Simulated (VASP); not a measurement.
# IrRu4 (P6_3/mmc) in VASP: single point with PBE

Aim: the single point of IrRu4 with PBE.

Program: VASP 6.6.1. These are calculated values, not measurements. Logs are shortened: lines on timing, memory, paths and dates and some standing lists are left out, and cuts for length are marked.

**1. The cell of the first run**

It takes space group P6_3/mmc (No. 194, hexagonal). Conventional cell: a = 2.727 Å, b = 2.727 Å, c = 21.592 Å, α = 90.00°, β = 90.00°, γ = 120.00°. Within 3.5 Å of Ru (site symmetry 3m) lie 9 Ru at 2.65 to 2.73 Å and 3 Ir at 2.70 Å. Ru (site symmetry 3m) has 12 Ru at 2.65 to 2.73 Å within 3.5 Å. Within 3.6 Å of Ir (site symmetry -6m2) lie 6 Ru at 2.70 Å and 6 Ir at 2.73 Å.

**2. Single point, PBE**

Contents of POSCAR:

```
IrRu4
1.0
    2.7269720561      0.0000000000      0.0000000000
   -1.3634860280      2.3616270760      0.0000000000
    0.0000000000      0.0000000000     21.5919258097
Ru Ir
8 2
Direct
    0.3333333333      0.6666666667      0.6482593904
    0.3333333333      0.6666666667      0.8517406096
    0.3333333333      0.6666666667      0.0497830399
    0.3333333333      0.6666666667      0.4502169601
    0.6666666667      0.3333333333      0.9502169601
    0.6666666667      0.3333333333      0.1482593904
    0.6666666667      0.3333333333      0.3517406096
    0.6666666667      0.3333333333      0.5497830399
    0.3333333333      0.6666666667      0.2500000000
    0.6666666667      0.3333333333      0.7500000000
```

Contents of INCAR.step1:

```
SYSTEM = IrRu4
PREC = Accurate
ENCUT = 400
EDIFF = 1E-6
ISMEAR = 0
SIGMA = 0.1
LREAL = .FALSE.
LASPH = .TRUE.
NELM = 300
ALGO = Normal
ISIF = 2
LWAVE = .FALSE.
LCHARG = .TRUE.
LMAXMIX = 4
GGA = PE
NBANDS = 76
GGA_COMPAT = .FALSE.
NEDOS = 2001
LORBIT = 11
AMIX = 0.1
BMIX = 1E-4
AMIX_MAG = 0.4
BMIX_MAG = 1E-4
KPAR = 4
```

Contents of KPOINTS.step1:

```
Automatic mesh
0
G
  18 18 2
  0 0 0
```

Contents of INCAR.step2:

```
SYSTEM = IrRu4
PREC = Accurate
ENCUT = 400
EDIFF = 1E-6
ISMEAR = -5
SIGMA = 0.1
LREAL = .FALSE.
LASPH = .TRUE.
NELM = 120
ALGO = Normal
ISIF = 2
LWAVE = .FALSE.
LCHARG = .FALSE.
LMAXMIX = 4
GGA = PE
LORBIT = 11
NEDOS = 2001
ICHARG = 11
GGA_COMPAT = .FALSE.
KPAR = 4
```

Contents of KPOINTS.step2:

```
Automatic mesh
0
G
  27 27 3
  0 0 0
```

Potentials or basis: VASP PAW PBE potentials, release 64 (Ru_pv, Ir).

Command:

```sh
$ cat potpaw_PBE.64/Ru_pv/POTCAR potpaw_PBE.64/Ir/POTCAR > POTCAR
$ cp INCAR.step1 INCAR
$ cp KPOINTS.step1 KPOINTS
$ mpirun -np 4 vasp_std > vasp.out
$ cp INCAR.step2 INCAR
$ cp KPOINTS.step2 KPOINTS
$ mpirun -np 4 vasp_std > vasp.out
```

OUTCAR:

```text
SYSTEM = IrRu4
   PREC = Accurate
   ENCUT = 400
   EDIFF = 1E-6
   ISMEAR = -5
   LREAL = .FALSE.
   LASPH = .TRUE.
   NELM = 120
   ISIF = 2
   GGA = PE
   LORBIT = 11
   ICHARG = 11

 ion  position               nearest neighbor table
   1  0.333  0.667  0.648-   8 2.65   8 2.65   8 2.65  10 2.70  10 2.70  10 2.70
   2  0.333  0.667  0.852-   5 2.65   5 2.65   5 2.65  10 2.70  10 2.70  10 2.70
   3  0.333  0.667  0.050-   6 2.65   6 2.65   6 2.65   5 2.66   5 2.66   5 2.66
   4  0.333  0.667  0.450-   7 2.65   7 2.65   7 2.65   8 2.66   8 2.66   8 2.66
   5  0.667  0.333  0.950-   2 2.65   2 2.65   2 2.65   3 2.66   3 2.66   3 2.66
   6  0.667  0.333  0.148-   3 2.65   3 2.65   3 2.65   9 2.70   9 2.70   9 2.70
   7  0.667  0.333  0.352-   4 2.65   4 2.65   4 2.65   9 2.70   9 2.70   9 2.70
   8  0.667  0.333  0.550-   1 2.65   1 2.65   1 2.65   4 2.66   4 2.66   4 2.66
   9  0.333  0.667  0.250-   6 2.70   7 2.70   6 2.70   7 2.70   6 2.70   7 2.70
  10  0.667  0.333  0.750-   1 2.70   2 2.70   1 2.70   2 2.70   1 2.70   2 2.70

  LATTYP: Found a hexagonal cell.
 ALAT       =     2.7269720561
 C/A-ratio  =     7.9179123825

  Lattice vectors:

 A1 = (   2.7269720561,   0.0000000000,   0.0000000000)
 A2 = (  -1.3634860280,   2.3616270760,   0.0000000000)
 A3 = (   0.0000000000,   0.0000000000,  21.5919258097)

Analysis of symmetry for initial positions (statically):
=====================================================================
 Subroutine PRICEL returns:
 Original cell was already a primitive cell.

 Routine SETGRP: Setting up the symmetry group for a
 hexagonal supercell.

 Subroutine GETGRP returns: Found 24 space group operations
 (whereof 12 operations were pure point group operations)
 out of a pool of 24 trial point group operations.

The static configuration has the point symmetry D_3d.
 The point group associated with its full space group is D_6h.

Analysis of symmetry for dynamics (positions and initial velocities):
=====================================================================
 Subroutine PRICEL returns:
 Original cell was already a primitive cell.

 Routine SETGRP: Setting up the symmetry group for a
 hexagonal supercell.

 Subroutine GETGRP returns: Found 24 space group operations
 (whereof 12 operations were pure point group operations)
 out of a pool of 24 trial point group operations.

The dynamic configuration has the point symmetry D_3d.
 The point group associated with its full space group is D_6h.

 Subroutine INISYM returns: Found 24 space group operations
 (whereof 12 operations are pure point group operations),
 and found     1 'primitive' translations

----------------------------------------------------------------------------------------

                                     Primitive cell

  volume of cell :     139.0540

  direct lattice vectors                    reciprocal lattice vectors
     2.726972056  0.000000000  0.000000000     0.366707095  0.211718440  0.000000000
    -1.363486028  2.361627076  0.000000000     0.000000000  0.423436880  0.000000000
     0.000000000  0.000000000 21.591925810     0.000000000  0.000000000  0.046313609

  length of vectors
     2.726972056  2.726972056 21.591925810     0.423436880  0.423436880  0.046313609

  position of ions in fractional coordinates (direct lattice)
     0.333333333  0.666666667  0.648259390
     0.333333333  0.666666667  0.851740610
     0.333333333  0.666666667  0.049783040
     0.333333333  0.666666667  0.450216960
     0.666666667  0.333333333  0.950216960
     0.666666667  0.333333333  0.148259390
     0.666666667  0.333333333  0.351740610
     0.666666667  0.333333333  0.549783040
     0.333333333  0.666666667  0.250000000
     0.666666667  0.333333333  0.750000000

  ion indices of the primitive-cell ions
   primitive index   ion index
                 1           1
                 2           2
                 3           3
                 4           4
                 5           5
                 6           6
                 7           7
                 8           8
                 9           9
                10          10

----------------------------------------------------------------------------------------

 KPOINTS: Automatic mesh

Automatic generation of k-mesh.
 Grid dimensions read from file:
 generate k-points for:   27   27    3

 Generating k-lattice:

  Cartesian coordinates                     Fractional coordinates (reciprocal lattice)
     0.013581744  0.007841424  0.000000000     0.037037037 -0.000000000  0.000000000
     0.000000000  0.015682847  0.000000000     0.000000000  0.037037037  0.000000000
     0.000000000  0.000000000  0.015437870     0.000000000  0.000000000  0.333333333

  Length of vectors
     0.015682847  0.015682847  0.015437870

  Shift w.r.t. Gamma in fractional coordinates (k-lattice)
     0.000000000  0.000000000  0.000000000

 TETIRR: Found   1854 inequivalent tetrahedra from    13122

 Subroutine IBZKPT returns following result:
 ===========================================

 Found    150 irreducible k-points:

 Following reciprocal coordinates:
            Coordinates               Weight
  0.000000  0.000000  0.000000      1.000000
  0.037037  0.000000  0.000000      6.000000
  0.074074  0.000000  0.000000      6.000000
  0.111111  0.000000  0.000000      6.000000
  0.148148  0.000000  0.000000      6.000000
  0.185185 -0.000000  0.000000      6.000000
[... 16 lines left out ...]
  0.333333  0.037037  0.000000     12.000000
  0.370370  0.037037  0.000000     12.000000
 [... further k-points ...]
   k-points           NKPTS =    150   k-points in BZ     NKDIM =    150   number of bands    NBANDS=     78
   number of dos      NEDOS =   2001   number of ions     NIONS =     10
   total plane-waves  NPLWV =  46656
   dimension x,y,z NGX =    18 NGY =   18 NGZ =  144
   dimension x,y,z NGXF=    36 NGYF=   36 NGZF=  288
   ions per type =               8   2
   NGX,Y,Z   is equivalent  to a cutoff of  10.97, 10.97, 11.09 a.u.
   NGXF,Y,Z  is equivalent  to a cutoff of  21.95, 21.95, 22.17 a.u.
 SYSTEM =  IrRu4
   PREC   = accura    normal or accurate (medium, high low for compatibility)
   ISTART =      0    job   : 0-new  1-cont  2-samecut
   ICHARG =     11    charge: 1-file 2-atom 10-const
   ISPIN  =      1    spin polarized calculation?
   LNONCOLLINEAR =      F non collinear calculations
   LSORBIT =      F    spin-orbit coupling
   LASPH  =      T    aspherical Exc in radial PAW
   ENCUT  =  400.0 eV  29.40 Ry    5.42 a.u.   4.45  4.45 35.21*2*pi/ulx,y,z
   NELM   =    120;   NELMIN=  2; NELMDL=  0     # of ELM steps
   EDIFF  = 0.1E-05   stopping-criterion for ELM
   LREAL  =      F    real-space projection
   EDIFFG = 0.1E-04   stopping-criterion for IOM
   NSW    =      0    number of steps for IOM
   IBRION =     -1    ionic relax: 0-MD 1-quasi-New 2-CG
   NFREE  =      0    steps in history (QN), initial steepest desc. (CG)
   ISIF   =      2    stress and relaxation
   ISYM   =      2    0-nonsym 1-usesym 2-fastsym
   POTIM  = 0.5000    time-step for ionic-motion
   TEBEG  =    0.0;   TEEND  =   0.0 temperature during run
   PSTRESS=    0.0 pullay stress
   NELECT =     130.0000    total number of electrons
   NUPDOWN=      -1.0000    fix difference up-down
   EMIN   =  10.00;   EMAX   =-10.00  energy-range for DOS
   EFERMI =   0.00;   METHOD = LEGACY
   ISMEAR =    -5;   SIGMA  =   0.10  broadening in eV -4-tet -1-fermi 0-gaus
   EFERMI_NEDOS =   21; number of points for ismear=-14 and -15
   IALGO  =     38    algorithm
   IMIX   =      4    mixing-type and parameters
     AMIX     =   0.40;   BMIX     =  1.00
     AMIX_MAG =   1.60;   BMIX_MAG =  1.00
  volume/ion in A,a.u.               =      13.91        93.84
  Fermi-wavevector in a.u.,A,eV,Ry     =   1.600767  3.025011 34.864322  2.562455
  Thomas-Fermi vector in A             =   2.697851
   LORBIT       =     11    0 simple, 1 ext, 2 COOP (PROOUT), +10 PAW based schemes
   GGA     = PE    functional components
   LHFCALC =     F    Hartree Fock is set to
   AEXX    =    0.0000 exact exchange contribution
   IVDW    =     0    specifies the selected vdW correction
   LEPSILON=     F    determine dielectric tensor
   LRPA    =     F    only Hartree local field effects (RPA)
 non-spin polarized calculation
 Fermi weights with tetrahedron method with Bloechl corrections
  energy-cutoff  :      400.00
  volume of cell :      139.05
 maximum number of plane-waves:      2597
 NGX is ok and might be reduce to    18

 number of electron     129.9999938 magnetization

 Free energy of the ion-electron system (eV)
  ---------------------------------------------------
  ext. energy  EPLUGINS =         0.00000000
  ---------------------------------------------------
  free energy    TOTEN  =       -91.79598808 eV

  energy without entropy =      -91.79598808  energy(sigma->0) =      -91.79598808

 E-fermi :  12.1199     XC(G=0): -13.9981

 val. band max:       12.1443232980   @ k =   0.4074   0.0000   0.0000
 cond. band min:      12.0585310137   @ k =   0.0370   0.0370   0.0000
 fundamental gap:     -0.0857922843
 Fermi energy:        12.1199264648

 k-point     1 :       0.0000    0.0000    0.0000
  band No.  band energies     occupation
      1     -31.4752      2.00000
      2     -31.4734      2.00000
      3     -31.2344      2.00000
      4     -31.2284      2.00000
      5     -30.8709      2.00000
      6     -30.8652      2.00000
[... 69 lines left out ...]
     76      12.8455      0.00000
     77      12.8543      0.00000

 k-point     2 :       0.0370    0.0000    0.0000
  band No.  band energies     occupation
      1     -31.4715      2.00000
      2     -31.4693      2.00000
      3     -31.2332      2.00000
      4     -31.2273      2.00000
      5     -30.8737      2.00000
      6     -30.8680      2.00000
[... 69 lines left out ...]
     76      12.7560      0.00000
     77      12.8467      0.00000
[... 1678 lines left out ...]
     76      13.4130      0.00000
     77      13.5577      0.00000

 k-point    24 :       0.3704    0.0370    0.0000
  band No.  band energies     occupation
      1     -31.3720      2.00000
      2     -31.3714      2.00000
      3     -31.3583      2.00000
      4     -31.3581      2.00000
      5     -31.2732      2.00000
      6     -31.2717      2.00000
[... 69 lines left out ...]
     76      13.7860      0.00000
     77      13.8142      0.00000

 [... further k-points ...]

 [bands above 77 left out]

------------------------ aborting loop because EDIFF is reached ----------------------------------------

  FORCE on cell =-STRESS in cart. coord.  units (eV):
  Direction    XX          YY          ZZ          XY          YZ          ZX
  --------------------------------------------------------------------------------------
  -------------------------------------------------------------------------------------
  Total       -0.5085244     -0.5085244     -0.4755010     -0.0000000      0.0000000      0.0000000
  in kB       -5.8592091     -5.8592091     -5.4787144     -0.0000000      0.0000000      0.0000000
  external PRESSURE =      -5.7323775 kB  Pullay stress =       0.0000000 kB

 VOLUME and BASIS-vectors are now :
 -----------------------------------------------------------------------------
  energy-cutoff  :      400.00
  volume of cell :      139.05
      direct lattice vectors                 reciprocal lattice vectors
     2.726972056  0.000000000  0.000000000     0.366707095  0.211718440  0.000000000
    -1.363486028  2.361627076  0.000000000     0.000000000  0.423436880  0.000000000
     0.000000000  0.000000000 21.591925810     0.000000000  0.000000000  0.046313609

 POSITION                                       TOTAL-FORCE (eV/Angst)
 -----------------------------------------------------------------------------------
     -0.00000      1.57442     13.99717        -0.000000      0.000000     -0.033076
     -0.00000      1.57442     18.39072        -0.000000      0.000000      0.033076
     -0.00000      1.57442      1.07491        -0.000000      0.000000     -0.020955
     -0.00000      1.57442      9.72105        -0.000000      0.000000      0.020955
      1.36349      0.78721     20.51701         0.000000     -0.000000      0.020955
      1.36349      0.78721      3.20121         0.000000     -0.000000     -0.033076
      1.36349      0.78721      7.59476         0.000000     -0.000000      0.033076
      1.36349      0.78721     11.87087         0.000000     -0.000000     -0.020955
     -0.00000      1.57442      5.39798        -0.000000     -0.000000      0.000000
      1.36349      0.78721     16.19394        -0.000000      0.000000      0.000000
 -----------------------------------------------------------------------------------
    total drift:                                0.000000     -0.000000      0.000000

  FREE ENERGIE OF THE ION-ELECTRON SYSTEM (eV)
  ---------------------------------------------------
  free  energy   TOTEN  =       -91.7959880799 eV

  energy  without entropy=      -91.7959880799  energy(sigma->0) =      -91.79598808

 total charge

# of ion       s       p       d       tot
------------------------------------------
    1        0.388   6.303   5.935  12.626
    2        0.388   6.303   5.935  12.626
    3        0.400   6.308   5.934  12.642
    4        0.400   6.308   5.934  12.642
    5        0.400   6.308   5.934  12.642
    6        0.388   6.303   5.935  12.626
    7        0.388   6.303   5.935  12.626
    8        0.400   6.308   5.934  12.642
    9        0.695   0.730   6.935   8.360
   10        0.695   0.730   6.935   8.360
--------------------------------------------------
tot          4.542  51.906  61.343 117.792
```

Wall time 7.5 min (4 MPI ranks of Intel Xeon Platinum 8488C (Sapphire Rapids), shared host); peak memory 0.78 GiB.

Results:

```yaml
Valence_electrons_inside_the_program's_atomic_spheres: Ru 12.63, 12.64 (each value once); Ir 8.36
```

Caveat: spin-orbit coupling is left out, which moves the levels of the heavy elements.
